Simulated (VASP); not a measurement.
Set up this calculation in VASP 6.6.1, as the native input.

* Task: relaxation of cell and atoms
* Functional: r2SCAN
* Potentials or basis: VASP PAW PBE potentials, release 64 (B)
* Cutoff: 600 eV
* k mesh: 13 × 13 × 6
* Occupations: methfessel-paxton, width 0.15 eV
* Spin: no spin polarisation
* Dipole correction: no
* Further INCAR settings: ALGO = Normal; EDIFF = 1e-06; IBRION = 2; EDIFFG = -0.01; NSW = 60; ISIF = 3

The system is B.

```
CELL_PARAMETERS angstrom
1.70243 0.00000 0.00000
-0.85122 1.47435 0.00000
0.00000 0.00000 3.63542
ATOMIC_POSITIONS crystal
B 0.00000 0.00000 0.00000
```

These files were run (other wordings do the same):

POSCAR

```
B
1.0
    1.7024300000      0.0000000000      0.0000000000
   -0.8512200000      1.4743500000      0.0000000000
    0.0000000000      0.0000000000      3.6354200000
B
1
Direct
    0.0000000000      0.0000000000      0.0000000000
```

INCAR.step1

```
PREC = Accurate
ENCUT = 600
ISMEAR = 1
SIGMA = 0.15
LREAL = F
LASPH = T
NELM = 100
GGA = PE
ALGO = Normal
EDIFF = 1E-4
LWAVE = T
LCHARG = F
```

INCAR.step2

```
PREC = Accurate
ENCUT = 600
EDIFF = 1E-6
ISMEAR = 1
SIGMA = 0.15
LREAL = F
LASPH = T
NELM = 100
ALGO = Normal
ISIF = 3
LWAVE = F
LCHARG = F
METAGGA = R2SCAN
LMIXTAU = T
IBRION = 2
NSW = 60
EDIFFG = -0.01
ISTART = 1
```

KPOINTS

```
Automatic mesh
0
Gamma
  13 13 6
```

Potentials or basis: VASP PAW PBE potentials, release 64 (B).

Command:

```bash
$ cat potpaw_PBE.64/B/POTCAR > POTCAR
$ cp INCAR.step1 INCAR
$ mpirun -np 1 vasp_std > vasp.out
$ cp INCAR.step2 INCAR
$ mpirun -np 1 vasp_std > vasp.out
```

Results of the run:

The relaxed volume is 8.71 Å³/atom. The relaxed cell is a = 1.709 Å, b = 1.709 Å, c = 3.444 Å, α = 90.00°, β = 90.00°, γ = 120.00°, the space group after relaxing (to 0.05 Å) is P6/mmm (No. 191) and the energy gained by relaxing is 5.8 meV/atom. The ionic steps are 10 and the pressure after relaxing is 0.1 GPa.

Caveat: the PAW data sets were made with another functional, which shifts forces and pressure a little.

It took 55 s on 1 thread of Intel(R) Xeon(R) 6975P-C (Granite Rapids), on a shared host, peak memory 0.11 GiB.
